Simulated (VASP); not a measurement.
Here is a VASP 6.6.1 calculation.

Contents of INCAR:

```
PREC = Accurate
ENCUT = 520
EDIFF = 1E-7
ISMEAR = -1
SIGMA = 0.05
LREAL = F
LASPH = T
NELM = 60
ALGO = Normal
ISIF = 2
LWAVE = F
LCHARG = F
GGA = RE
IVDW = 13
NBANDS = 56
```

Contents of KPOINTS:

```
Automatic mesh
0
Gamma
  5 6 5
```

POSCAR

```
HfO2
1.0
    5.2646099953      0.0000000000      0.0000000000
    0.0000000000      5.0436014883      0.0000000000
    0.0000000000      0.0000000000      5.0715684925
Hf O
4 8
Direct
    0.9672997537      0.7330182377      0.7420029377
    0.5327002463      0.7330182377      0.2420029377
    0.4672997537      0.2669817623      0.7420029377
    0.0327002463      0.2669817623      0.2420029377
    0.6316536286      0.9286721903      0.8793088868
    0.8683463714      0.9286721903      0.3793088868
    0.2325229790      0.5401105740      0.4916881754
    0.2674770210      0.5401105740      0.9916881754
    0.7674770210      0.4598894260      0.9916881754
    0.7325229790      0.4598894260      0.4916881754
    0.1316536286      0.0713278097      0.8793088868
    0.3683463714      0.0713278097      0.3793088868
```

Potentials or basis: VASP PAW PBE potentials, release 64 (Hf_pv, O).

Command:

```sh
$ cat potpaw_PBE.64/Hf_pv/POTCAR potpaw_PBE.64/O/POTCAR > POTCAR
$ mpirun -np 1 vasp_std > vasp.out
```

Predict the dispersion energy per atom.

-0.367 eV.

Estimate the pressure.

-3.3 GPa.

What does it give for the band gap on the k mesh?

4.43 eV (least direct gap 4.63 eV).

Stress tensor (GPa, compression positive):
```
-3.41  0.00  0.00
 0.00 -3.33  0.00
 0.00  0.00 -3.24
```

Caveat: the cell stands under tension; the PAW data sets were made with another functional, which shifts forces and pressure a little; spin-orbit coupling is left out, which moves the levels of the heavy elements; an odd mesh through Γ misses points on the zone boundary, where band edges can lie.
